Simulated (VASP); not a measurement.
A run of VASP 6.6.1:

File INCAR:

```
SYSTEM = SnO2
PREC = Accurate
ENCUT = 520
EDIFF = 1E-7
ISMEAR = 0
SIGMA = 0.05
LREAL = .FALSE.
LASPH = .TRUE.
NELM = 60
ALGO = Normal
ISIF = 2
LWAVE = .FALSE.
LCHARG = .FALSE.
GGA = PE
NBANDS = 20
```

Contents of KPOINTS:

```
regular mesh
0
G
  12 12 12
  0 0 0
```

Contents of POSCAR:

```
SnO2
1.0
    1.6022668400      0.9250691914      4.8741482374
   -1.6022668400      0.9250691914      4.8741482374
    0.0000000000     -1.8501383828      4.8741482374
Sn O
1 2
Direct
    0.5000000000      0.5000000000      0.5000000000
    0.2521652253      0.2521652253      0.2521652253
    0.7478347747      0.7478347747      0.7478347747
```

Potentials or basis: VASP PAW PBE potentials, release 64 (Sn_d, O).

The run is started by

```console
$ cat potpaw_PBE.64/Sn_d/POTCAR potpaw_PBE.64/O/POTCAR > POTCAR
$ mpirun -np 1 vasp_std > vasp.out
```

Hardware: 1 thread of Intel(R) Xeon(R) 6975P-C (Granite Rapids) (shared host).

Question: How long does it take, and how much memory?

Answer: Wall time 3.2 min on 1 thread of Intel(R) Xeon(R) 6975P-C (Granite Rapids) (shared host), peak memory 0.33 GiB. Counts: scf iterations 15, k points 189.
